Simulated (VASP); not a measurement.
Here is a VASP 6.6.1 calculation.

The input POSCAR:

```
HfO2
1.0
    0.0762758250      2.5548744979      2.5548744979
    2.5548744979      0.0762758250      2.5548744979
    2.5548744979      2.5548744979      0.0762758250
Hf O
1 2
Direct
    0.0000000000      0.0000000000      0.0000000000
    0.2480547567      0.2480547567      0.2480547567
    0.7519452433      0.7519452433      0.7519452433
```

The input INCAR.step1:

```
PREC = Accurate
ENCUT = 520
EDIFF = 1E-5
ISMEAR = 0
SIGMA = 0.01
LREAL = False
LASPH = True
NELM = 60
ALGO = Normal
ISIF = 2
LWAVE = True
GGA = PE
NBANDS = 18
KPAR = 4
```

The input INCAR.step2:

```
PREC = Accurate
ENCUT = 520
EDIFF = 1E-6
ISMEAR = 0
SIGMA = 0.01
LREAL = False
LASPH = True
NELM = 60
ALGO = Normal
ISIF = 2
LWAVE = False
LCHARG = True
GGA = PE
LHFCALC = True
HFSCREEN = 0.2079
PRECFOCK = Normal
LVHAR = True
ISTART = 1
NBANDS = 18
KPAR = 4
```

File KPOINTS:

```
Automatic mesh
0
Gamma
  6 6 6
```

Potentials or basis: VASP PAW PBE potentials, release 64 (Hf_pv, O).

Launch:

```console
$ cat potpaw_PBE.64/Hf_pv/POTCAR potpaw_PBE.64/O/POTCAR > POTCAR
$ cp INCAR.step1 INCAR
$ mpirun -np 4 vasp_std > vasp.out
$ cp INCAR.step2 INCAR
$ mpirun -np 4 vasp_std > vasp.out
```

Question: Predict the band gap on the k mesh.

Answer: 5.42 eV.

Question: What does it give for the pressure?

Answer: -0.9 GPa.

Forces in eV/Å, atoms in the order of the input:
```
Hf   0.000  0.000  0.000
O    0.029  0.029  0.029
O   -0.029 -0.029 -0.029
```

Caveat: the cell differs from its parent crystal (epitaxial 111 strain -2.0%); the PAW data sets were made with another functional, which shifts forces and pressure a little; spin-orbit coupling is left out, which moves the levels of the heavy elements. A k mesh can miss the band edges.
